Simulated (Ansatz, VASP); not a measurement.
# One calculation of CsBr, two programs

The input INCAR:

```
SYSTEM = CsBr
  PREC = Accurate
  ENCUT = 500
  EDIFF = 1E-6
  ISMEAR = 0
  SIGMA = 0.01
  LREAL = .FALSE.
  LASPH = .TRUE.
  NELM = 120
  ALGO = Normal
  ISIF = 2
  LWAVE = .FALSE.
  LCHARG = .FALSE.
  GGA = PE
  NBANDS = 15
  GGA_COMPAT = .FALSE.
```

The input KPOINTS:

```
regular mesh
0
G
  6 6 6
  0 0 0
```

File POSCAR:

```
CsBr
1.0
    4.4770833754      0.0000000000      0.0000000000
    0.0000000000      4.4770833754      0.0000000000
    0.0000000000      0.0000000000      4.4770833754
Cs Br
1 1
Direct
    0.0000000000      0.0000000000      0.0000000000
    0.5000000000      0.5000000000      0.5000000000
```

Input for Ansatz:

```yaml
crystal:
  lattice:
    - [4.4770833754, 0.0, 0.0]
    - [0.0, 4.4770833754, 0.0]
    - [0.0, 0.0, 4.4770833754]
  atoms:
    - { symbol: Cs, position: [0.0, 0.0, 0.0] }
    - { symbol: Br, position: [0.5, 0.5, 0.5] }
kpoints:
  mp_grid: { grid: [6, 6, 6] }
hamiltonian:
  xc: pbe
scf:
  occupations: { method: fixed }
  n_extra_bands: 4
output:
  forces: true
  stress: true
  eigenvalues: true
```

Alike in both runs: task single point; functional PBE; k mesh 6 × 6 × 6; no spin polarisation.

|  | VASP | Ansatz |
| --- | --- | --- |
| version | VASP 6.6.1 | Ansatz 0.2.0 |
| potentials or method | VASP PAW PBE potentials, release 64 (Cs_sv, Br) | plane waves, PAW |
| plane-wave cutoff (eV) | 500 | 420 |
| occupations | gaussian, width 0.01 eV | fixed |
| valence electrons in the cell | 16 | 16 |

|  | VASP | Ansatz | Ansatz less VASP |
| --- | --- | --- | --- |
| gap on the k mesh at the Fermi level (eV) | 4.04 | 4.05 | +0.009 |
| pressure (GPa) | -0.6 | -0.6 | -0.02 |

Spin-orbit coupling is off throughout.
